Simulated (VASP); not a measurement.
A run of VASP 6.6.1 is set up as follows.

Contents of INCAR:

```
PREC     = Accurate       # precision mode
ENCUT    = 520            # plane-wave cutoff, eV
EDIFF    = 1E-7           # SCF threshold, eV
ISMEAR   = -1             # smearing method
SIGMA    = 0.05           # smearing width, eV
LREAL    = False          # projectors in reciprocal space
LASPH    = True           # aspherical terms in the spheres
NELM     = 60             # most SCF steps
ALGO     = Normal         # electronic algorithm
ISIF     = 2              # what is computed and relaxed
LWAVE    = False          # write WAVECAR
LCHARG   = False          # write CHGCAR
GGA      = PE             # functional
NBANDS   = 16             # bands
```

Contents of KPOINTS:

```
Automatic mesh
0
Gamma
  13 13 7
```

File POSCAR:

```
AlN
1.0
    3.0617187487      0.0000000000      0.0000000000
   -1.5308593744      2.6515262156      0.0000000000
    0.0000000000      0.0000000000      3.7763832051
Al N
2 2
Direct
    0.3333333333      0.6666666667     -0.0620011609
    0.6666666667      0.3333333333      0.4379988391
    0.3333333333      0.6666666667      0.4380011609
    0.6666666667      0.3333333333      0.9380011609
```

Potentials or basis: VASP PAW PBE potentials, release 64 (Al, N).

Launch:

```bash
$ cat potpaw_PBE.64/Al/POTCAR potpaw_PBE.64/N/POTCAR > POTCAR
$ mpirun -np 1 vasp_std > vasp.out
```

**Question.** What does it give for the pressure?

**Answer.** 89.0 GPa.

**Question.** Predict the band gap on the k mesh.

**Answer.** 4.63 eV, indirect (least direct gap 5.14 eV).

A k mesh can miss the band edges.
